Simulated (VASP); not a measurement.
# HC12 in VASP: further runs, part 2 of 2

VASP 6.6.1.

## (3) Single point, LDA

Input file INCAR:

```
SYSTEM = HC12
PREC = Accurate
ENCUT = 520
EDIFF = 1E-7
ISMEAR = 0
SIGMA = 0.05
LREAL = Auto
LASPH = .TRUE.
NELM = 100
ALGO = Normal
ISIF = 2
LWAVE = .FALSE.
LCHARG = .FALSE.
LDIPOL = .TRUE.
IDIPOL = 3
DIPOL = 0.5 0.5 0.291
NBANDS = 68
```

Input file KPOINTS:

```
regular mesh
0
G
  6 4 1
  0 0 0
```

Input file POSCAR:

```
HC12
1.0
    4.8892663280      0.0000000000      0.0000000000
   -2.4446331640      6.7739291692      0.0000000000
    0.0000000000      0.0000000000     22.7684096771
C H
24 2
Direct
    0.4020794403      0.3041588806      0.1756820110
    0.4020794403      0.8041588805      0.1756820110
    0.9020794403      0.3041588806      0.1756820110
    0.9020794403      0.8041588805      0.1756820110
    0.1630408159      0.3260816317      0.2059829668
    0.1630408159      0.8260816317      0.2059829668
    0.6630408159      0.3260816317      0.2059829668
    0.6630408159      0.8260816317      0.2059829668
    0.1846395683      0.3692791367      0.2666259491
    0.1846395683      0.8692791367      0.2666259491
    0.6846395683      0.3692791367      0.2666259491
    0.6846395683      0.8692791367      0.2666259491
    0.4461625696      0.3923265051      0.2960492075
    0.4461625696      0.8923265051      0.2960492075
    0.9461625696      0.3923265051      0.2960492075
    0.9461625696      0.8923265051      0.2960492075
    0.4715644646      0.4431294558      0.3591099590
    0.4715644646      0.9431294558      0.3591099590
    0.9715644646      0.4431294558      0.3591099590
    0.9715644646      0.9431294558      0.3591099590
    0.2327030006      0.4654044969      0.3851129614
    0.2327030006      0.9654044969      0.3851129614
    0.7327030006      0.4654044969      0.3851129614
    0.7327030006      0.9654044969      0.3851129614
    0.2327030006      0.8616074230      0.4048771876
    0.2327030006      1.0692015708      0.4048771876
```

Potentials or basis: VASP PAW LDA potentials, release 64 (C, H).

The run is started by

```bash
cat potpaw_LDA.64/C/POTCAR potpaw_LDA.64/H/POTCAR > POTCAR
mpirun -np 1 vasp_std > vasp.out
```

OUTCAR:

```text
SYSTEM = HC12
   PREC = Accurate
   ENCUT = 520
   EDIFF = 1E-7
   ISMEAR = 0
   LREAL = Auto
   LASPH = .TRUE.
   NELM = 100
   ISIF = 2

 ion  position               nearest neighbor table
   1  0.402  0.304  0.176-   5 1.41   7 1.41
   2  0.402  0.804  0.176-   8 1.41   6 1.41
   3  0.902  0.304  0.176-   7 1.41   5 1.41
   4  0.902  0.804  0.176-   6 1.41   8 1.41
   5  0.163  0.326  0.206-   1 1.41   3 1.41   9 1.41
   6  0.163  0.826  0.206-   4 1.41   2 1.41  10 1.41
   7  0.663  0.326  0.206-   3 1.41   1 1.41  11 1.41
   8  0.663  0.826  0.206-   2 1.41   4 1.41  12 1.41
   9  0.185  0.369  0.267-  13 1.40  15 1.40   5 1.41
  10  0.185  0.869  0.267-  14 1.40  16 1.40   6 1.41
[... 8 lines left out ...]
  19  0.972  0.443  0.359-  23 1.37  21 1.37  15 1.48
  20  0.972  0.943  0.359-  24 1.37  22 1.37  16 1.48
  21  0.233  0.465  0.385-  17 1.37  19 1.37
  22  0.233  0.965  0.385-  25 0.87  26 0.87  18 1.37  20 1.37
  23  0.733  0.465  0.385-  19 1.37  17 1.37
  24  0.733  0.965  0.385-  20 1.37  18 1.37
  25  0.233  0.862  0.405-  22 0.87
  26  0.233  0.069  0.405-  22 0.87

  LATTYP: Found a base centered orthorhombic cell.
 ALAT       =     4.8892663280
 B/A-ratio  =     2.7709389159
 C/A-ratio  =     4.6568151845

  Lattice vectors:

 A1 = (   2.4446331640,  -6.7739291692,   0.0000000000)
 A2 = (   2.4446331640,   6.7739291692,   0.0000000000)
 A3 = (   0.0000000000,   0.0000000000,  22.7684096771)

Analysis of symmetry for initial positions (statically):
=====================================================================
 Subroutine PRICEL returns:
 Original cell was already a primitive cell.

 Routine SETGRP: Setting up the symmetry group for a
 base centered orthorhombic supercell.

 Subroutine GETGRP returns: Found  1 space group operations
 (whereof  1 operations were pure point group operations)
 out of a pool of  8 trial point group operations.

The static configuration has the point symmetry C_1 .

Analysis of symmetry for dynamics (positions and initial velocities):
=====================================================================
 Subroutine PRICEL returns:
 Original cell was already a primitive cell.

 Routine SETGRP: Setting up the symmetry group for a
 base centered orthorhombic supercell.

 Subroutine GETGRP returns: Found  1 space group operations
 (whereof  1 operations were pure point group operations)
 out of a pool of  8 trial point group operations.

The dynamic configuration has the point symmetry C_1 .

 Subroutine INISYM returns: Found  1 space group operations
 (whereof  1 operations are pure point group operations),
 and found     1 'primitive' translations

----------------------------------------------------------------------------------------

                                     Primitive cell

  volume of cell :     754.0793

  direct lattice vectors                    reciprocal lattice vectors
     4.889266328  0.000000000  0.000000000     0.204529664  0.073812405  0.000000000
    -2.444633164  6.773929169  0.000000000     0.000000000  0.147624809  0.000000000
[... 124 lines left out ...]
  0.333333  0.500000  0.000000      2.000000
  0.500000  0.500000  0.000000      1.000000
   k-points           NKPTS =     14   k-points in BZ     NKDIM =     14   number of bands    NBANDS=     68
   number of dos      NEDOS =    301   number of ions     NIONS =     26
   total plane-waves  NPLWV = 349920
   dimension x,y,z NGX =    36 NGY =   54 NGZ =  180
   dimension x,y,z NGXF=    72 NGYF=  108 NGZF=  360
   ions per type =              24   2
   NGX,Y,Z   is equivalent  to a cutoff of  12.24, 12.47, 13.14 a.u.
   NGXF,Y,Z  is equivalent  to a cutoff of  24.48, 24.93, 26.29 a.u.
 SYSTEM =  HC12
   PREC   = accura    normal or accurate (medium, high low for compatibility)
   ISTART =      0    job   : 0-new  1-cont  2-samecut
   ICHARG =      2    charge: 1-file 2-atom 10-const
   ISPIN  =      1    spin polarized calculation?
   LNONCOLLINEAR =      F non collinear calculations
   LSORBIT =      F    spin-orbit coupling
   LASPH  =      T    aspherical Exc in radial PAW
   ENCUT  =  520.0 eV  38.22 Ry    6.18 a.u.   9.09 13.39 42.33*2*pi/ulx,y,z
   NELM   =    100;   NELMIN=  2; NELMDL= -5     # of ELM steps
   EDIFF  = 0.1E-06   stopping-criterion for ELM
   LREAL  =      T    real-space projection
   EDIFFG = 0.1E-05   stopping-criterion for IOM
   NSW    =      0    number of steps for IOM
   IBRION =     -1    ionic relax: 0-MD 1-quasi-New 2-CG
   NFREE  =      0    steps in history (QN), initial steepest desc. (CG)
   ISIF   =      2    stress and relaxation
   ISYM   =      2    0-nonsym 1-usesym 2-fastsym
   POTIM  = 0.5000    time-step for ionic-motion
   TEBEG  =    0.0;   TEEND  =   0.0 temperature during run
   PSTRESS=    0.0 pullay stress
   NELECT =      98.0000    total number of electrons
   NUPDOWN=      -1.0000    fix difference up-down
   EMIN   =  10.00;   EMAX   =-10.00  energy-range for DOS
   EFERMI =   0.00;   METHOD = LEGACY
   ISMEAR =     0;   SIGMA  =   0.05  broadening in eV -4-tet -1-fermi 0-gaus
   EFERMI_NEDOS =   21; number of points for ismear=-14 and -15
   IALGO  =     38    algorithm
   IMIX   =      4    mixing-type and parameters
     AMIX     =   0.40;   BMIX     =  1.00
     AMIX_MAG =   1.60;   BMIX_MAG =  1.00
  volume/ion in A,a.u.               =      29.00       195.72
  Fermi-wavevector in a.u.,A,eV,Ry     =   0.829235  1.567028  9.355793  0.687631
  Thomas-Fermi vector in A             =   1.941748
   LORBIT       =      0    0 simple, 1 ext, 2 COOP (PROOUT), +10 PAW based schemes
   GGA     = CA    functional components
   LHFCALC =     F    Hartree Fock is set to
   AEXX    =    0.0000 exact exchange contribution
   IVDW    =     0    specifies the selected vdW correction
   LEPSILON=     F    determine dielectric tensor
   LRPA    =     F    only Hartree local field effects (RPA)
 non-spin polarized calculation
 Gauss-broadening in eV      SIGMA  =   0.05
  energy-cutoff  :      520.00
  volume of cell :      754.08
 maximum number of plane-waves:     20327
   NGX = 19   NGY = 27   NGZ = 85

 dipolmoment           0.000000      0.000000      0.028797 electrons x Angstroem

 number of electron      98.0000000 magnetization

 dipolmoment           0.000000      0.000000     -0.210384 electrons x Angstroem

 Free energy of the ion-electron system (eV)
  ---------------------------------------------------
  ext. energy  EPLUGINS =         0.00000000
  ---------------------------------------------------
  free energy    TOTEN  =      -221.02180882 eV

  energy without entropy =     -221.00080358  energy(sigma->0) =     -221.01130620

 E-fermi :  -3.4281     XC(G=0):  -3.7818

 val. band max:       -3.4373575728   @ k =   0.5000   0.0000   0.0000
 cond. band min:      -3.4257003302   @ k =   0.3333   0.0000   0.0000
 fundamental gap:      0.0116572426
 Fermi energy:        -3.4280523536

 k-point     1 :       0.0000    0.0000    0.0000
  band No.  band energies     occupation
      1     -22.5912      2.00000
      2     -22.1468      2.00000
      3     -21.2471      2.00000
      4     -20.4658      2.00000
      5     -18.8491      2.00000
      6     -18.1708      2.00000
[... 885 lines left out ...]
     60       2.2178      0.00000
     61       3.1534      0.00000
 [bands above 61 left out]

------------------------ aborting loop because EDIFF is reached ----------------------------------------

 vacuum level on the upper side and lower side of the slab       (xc-potential included)        -0.616         0.500

  FORCE on cell =-STRESS in cart. coord.  units (eV):
  Direction    XX          YY          ZZ          XY          YZ          ZX
  --------------------------------------------------------------------------------------
  -------------------------------------------------------------------------------------
  Total       10.4503095     15.0404216     14.8900133     -3.0226985      1.5624917      0.1491069
  in kB       22.2035641     31.9560837     31.6365142     -6.4222671      3.3197948      0.3168045
  external PRESSURE =      28.5987207 kB  Pullay stress =       0.0000000 kB

 VOLUME and BASIS-vectors are now :
 -----------------------------------------------------------------------------
  energy-cutoff  :      520.00
  volume of cell :      754.08
      direct lattice vectors                 reciprocal lattice vectors
     4.889266328  0.000000000  0.000000000     0.204529664  0.073812405  0.000000000
    -2.444633164  6.773929169  0.000000000     0.000000000  0.147624809  0.000000000
     0.000000000  0.000000000 22.768409677     0.000000000  0.000000000  0.043920503

 POSITION                                       TOTAL-FORCE (eV/Angst)
 -----------------------------------------------------------------------------------
      1.22232      2.06035      4.00000         0.008112      0.297349      1.734495
      0.00000      5.44732      4.00000         0.290326      0.348038      1.850143
      3.66695      2.06035      4.00000        -0.004503      0.270763      1.724238
      2.44463      5.44732      4.00000        -0.290306      0.327094      1.843126
      0.00000      2.20885      4.68990         0.009811     -0.675946     -3.364421
     -1.22232      5.59582      4.68990         0.003002     -0.749572     -3.450437
[... 18 lines left out ...]
     -0.96857      5.83647      9.21841         2.297628    -11.807156      9.555372
      0.96857      0.46877      9.21841        -1.997577     11.611609      8.821009
 -----------------------------------------------------------------------------------
    total drift:                               -0.008973      0.009732      0.024512

  FREE ENERGIE OF THE ION-ELECTRON SYSTEM (eV)
  ---------------------------------------------------
  free  energy   TOTEN  =      -221.0218088222 eV

  energy  without entropy=     -221.0008035780  energy(sigma->0) =     -221.01130620

 vacuum level on the upper side and lower side of the slab         2.451         3.596
```

Run time: 28 min. Hardware: 1 thread of Intel Xeon Platinum 8488C (Sapphire Rapids), shared host; peak memory 0.8 GiB.

Results:

```
Free energy            : -221.0218 eV
Largest force          : 15.362 eV/Å
Band gap on the k mesh : zero (band 49 reaches -3.41 eV, above the bottom of band 50 at -3.44 eV)
```

Forces in eV/Å, atoms in the order of the input:
```
C     0.008   0.297   1.734
C     0.290   0.348   1.850
C    -0.005   0.271   1.724
C    -0.290   0.327   1.843
C     0.010  -0.676  -3.364
C     0.003  -0.750  -3.450
C    -0.012  -0.672  -3.345
C    -0.006  -0.646  -3.134
C    -0.015   0.399   1.496
C    -0.022   0.366   1.247
C     0.008   0.394   1.485
C     0.026   0.232   1.143
C     0.017  -0.012   0.071
C     0.665   0.012   1.094
C    -0.012   0.062   0.060
C    -0.789   0.208   1.001
C     0.002  -0.107  -0.214
C     4.284   0.954  -4.693
C     0.004  -0.116  -0.324
C    -3.870  -1.893  -4.383
C    -0.032   0.230   0.328
C    -0.667   0.749 -10.795
C     0.024   0.179   0.246
C     0.080   0.038   0.006
H     2.298 -11.807   9.555
H    -1.998  11.612   8.821
```

## (4) Single point, LDA

Input file INCAR:

```
SYSTEM = HC12
PREC = Accurate
ENCUT = 520
EDIFF = 1E-6
ISMEAR = 0
SIGMA = 0.05
LREAL = Auto
LASPH = .True.
NELM = 80
ALGO = Normal
ISIF = 2
LWAVE = .False.
LCHARG = .False.
LDIPOL = .True.
IDIPOL = 3
DIPOL = 0.5 0.5 0.293
GGA = CA
NBANDS = 68
```

Input file KPOINTS:

```
regular mesh
0
Gamma
  6 4 1
  0 0 0
```

POSCAR: that of step 3 with these lines changed.

```diff
@@ -32,3 +32,3 @@
     0.7327030006      0.9654044969      0.3851129614
-    0.2327030006      0.8616074230      0.4048771876
-    0.2327030006      1.0692015708      0.4048771876
+    0.2327030006      0.8616074230      0.4329863094
+    0.2327030006      1.0692015708      0.4329863094
```

The run is started by

```bash
cat potpaw_LDA.64/C/POTCAR potpaw_LDA.64/H/POTCAR > POTCAR
mpirun -np 1 vasp_std > vasp.out
```

Run time: 27 min. Hardware: 1 thread of Intel Xeon Platinum 8488C (Sapphire Rapids), shared host; peak memory 0.8 GiB.

It converged, with:

```
Free energy            : -223.4939 eV
Largest force          : 8.341 eV/Å
Band gap on the k mesh : zero (filled and empty bands overlap)
```

Forces in eV/Å, atoms in the order of the input:
```
C    0.005  0.313  1.804
C    0.323  0.335  1.991
C   -0.004  0.299  1.802
C   -0.324  0.377  1.997
C    0.000 -0.718 -3.445
C   -0.003 -0.807 -3.712
C    0.004 -0.714 -3.419
C    0.006 -0.632 -3.142
C   -0.026  0.396  1.516
C   -0.039  0.355  1.277
C    0.024  0.396  1.498
C    0.030  0.290  1.202
C    0.020  0.014  0.110
C    0.396  0.286  0.968
C   -0.015  0.066  0.061
C   -0.416  0.155  0.947
C    0.012 -0.082 -0.358
C    2.938  0.203 -2.596
C    0.008 -0.124 -0.415
C   -2.889 -1.046 -2.483
C   -0.042  0.208  0.487
C   -0.291  0.245  8.332
C    0.017  0.163  0.351
C    0.183  0.085  0.273
H   -1.053  0.630 -2.311
H    1.136 -0.695 -2.736
```

Levels at points of the mesh, in eV from the Fermi level:
| k point | band 45 | band 46 | band 47 | band 48 | band 49 | band 50 | band 51 | band 52 | band 53 | band 54 |
| --- | --- | --- | --- | --- | --- | --- | --- | --- | --- | --- |
| (0.00, 0.00, 0.00) | -0.61 | -0.42 | -0.30 | -0.27 | -0.26 | 0.11 | 0.37 | 0.63 | 0.69 | 0.75 |
| (0.50, 0.00, 0.00) | -1.41 | -0.19 | -0.15 | -0.09 | -0.04 | 0.01 | 0.07 | 0.09 | 1.09 | 2.81 |
| (0.00, 0.50, 0.00) | -0.47 | -0.42 | -0.39 | -0.30 | -0.27 | 0.22 | 0.41 | 0.53 | 0.82 | 0.83 |
| (0.50, 0.50, 0.00) | -1.41 | -0.21 | -0.15 | -0.11 | -0.03 | 0.01 | 0.07 | 0.11 | 1.11 | 2.80 |
